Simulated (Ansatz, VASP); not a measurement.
**One calculation of Mo, two programs**

```
CELL_PARAMETERS angstrom
2.66635 0.00000 0.00000
-1.33318 2.30913 0.00000
0.00000 0.00000 2.49589
ATOMIC_POSITIONS crystal
Mo 0.00000 0.00000 0.50000
```

Change from the starting cell: strain -0.030 along x and y, -0.015 along z, atoms carried along.

Alike in both runs: task single point; functional r2SCAN; k mesh 24 × 24 × 24; occupations gaussian, width 0.15 eV; no spin polarisation.

|  | VASP | Ansatz |
| --- | --- | --- |
| version | VASP 6.6.1 | Ansatz 0.2.0 |
| potentials or method | VASP PAW PBE potentials, release 64 (Mo_sv), cutoff 520 eV | scalar-relativistic, plane waves, PAW |
| valence electrons in the cell | 14 | 14 |

```tsv
	VASP	Ansatz	Ansatz less VASP
gap on the k mesh at the Fermi level (eV)	none	none	-
pressure (GPa)	20.7	19.2	-1.47
traceless stress, the component that is largest in VASP (GPa)	-7.12	-7.35	-0.223
```

VASP's potentials were made for PBE, not for r2SCAN. A gap of «none» marks a metal or a gap that the smearing closes.
